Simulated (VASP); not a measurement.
The system is Zn.

```
Zn
1.0
     2.56000    0.00000    0.00000
     0.00000    2.56000    0.00000
     0.00000    0.00000    2.56000
Zn
1
Direct
  0.00000 0.00000 0.00000
```

This isn't the form of Zn at room conditions, which is hcp.

```yaml
Program: VASP 6.6.1
Task: relaxation of cell and atoms
Functional: PBE
Potentials_or_basis: VASP PAW PBE potentials, release 64 (Zn)
Cutoff: 600 eV
k_mesh: 16 × 16 × 16
Occupations: gaussian, width 0.05 eV
Spin: no spin polarisation
```

At the start: pressure 4.9 GPa; volume 16.78 Å³/atom.

**Question.** Where does the relaxation end?

**Answer.** Over 3 steps the energy falls by 21.1 meV/atom and the volume is 18.31 Å³/atom (+9.1 %); space group Pm-3m (No. 221, to 0.1 Å) before and after.

The path:
```csv
step,energy change (eV),largest force (eV/Å),pressure (GPa),volume (Å³)
1,0.0000,0.0000,4.90,16.78
2,-0.0207,0.0000,0.61,18.06
3,-0.0211,0.0000,-0.05,18.31
```

Final structure:
```yaml
crystal:
  lattice:
    - [2.63574, 0.00000, 0.00000]
    - [0.00000, 2.63574, 0.00000]
    - [0.00000, 0.00000, 2.63574]
  atoms:
    - { symbol: Zn, position: [0.00000, 0.00000, 0.00000] }
```
